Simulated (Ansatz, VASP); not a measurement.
# CaO: VASP beside Ansatz

```
Ca O
1.0
     0.00000    2.44900    2.44900
     2.44900    0.00000    2.44900
     2.44900    2.44900    0.00000
Ca O
1 1
Direct
  0.00000 0.00000 0.00000
  0.50000 0.50000 0.50000
```

Alike in both runs: task single point; functional PBE; k mesh 9 × 9 × 9; occupations fermi-dirac, width 0.03 eV; no spin polarisation.

```csv
,VASP,Ansatz
version,VASP 6.6.1,Ansatz 0.2.0
potentials or method,"VASP PAW PBE potentials, release 64 (Ca_sv, O), cutoff 520 eV","all-electron LAPW, non-relativistic"
```

|  | VASP | Ansatz | Ansatz less VASP |
| --- | --- | --- | --- |
| gap on the k mesh at the Fermi level (eV) | 3.70 | 3.67 | -0.024 |
| pressure (GPa) | -3.6 | -3.9 | -0.33 |

Ansatz ran all-electron here, and VASP with PAW potentials.
